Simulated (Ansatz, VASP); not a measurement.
One calculation of NbC, two programs

```
Nb C
1.0
     0.00000    2.22614    2.22614
     2.22614    0.00000    2.22614
     2.22614    2.22614    0.00000
Nb C
1 1
Direct
  0.00000 0.00000 0.00000
  0.50000 0.50000 0.50000
```

Alike in both runs: task relaxation of cell and atoms; functional PBEsol; k mesh 16 × 16 × 16; occupations gaussian, width 0.1 eV; no spin polarisation.

|  | VASP | Ansatz |
| --- | --- | --- |
| version | VASP 6.6.1 | Ansatz 0.2.0 |
| potentials or method | VASP PAW PBE potentials, release 64 (Nb_sv, C), cutoff 600 eV | scalar-relativistic, plane waves, PAW |
| valence electrons in the cell | 17 | 17 |

VASP gave:

```
gap on the k mesh at the Fermi level, each at its own relaxed structure (eV) : none
relaxed volume (Å³/atom)                                                     : 11.00
relaxed cell length with the largest relative difference (Å)                 : 3.145
```

Problem. Estimate Ansatz's values.

Solution. gap on the k mesh at the Fermi level, each at its own relaxed structure (eV): none; relaxed volume (Å³/atom): 11.01; relaxed cell length with the largest relative difference (Å): 3.147.

VASP's potentials were made for PBE, not for PBEsol, and Ansatz warns of the same on its side. A gap of «none» marks a metal or a gap that the smearing closes.
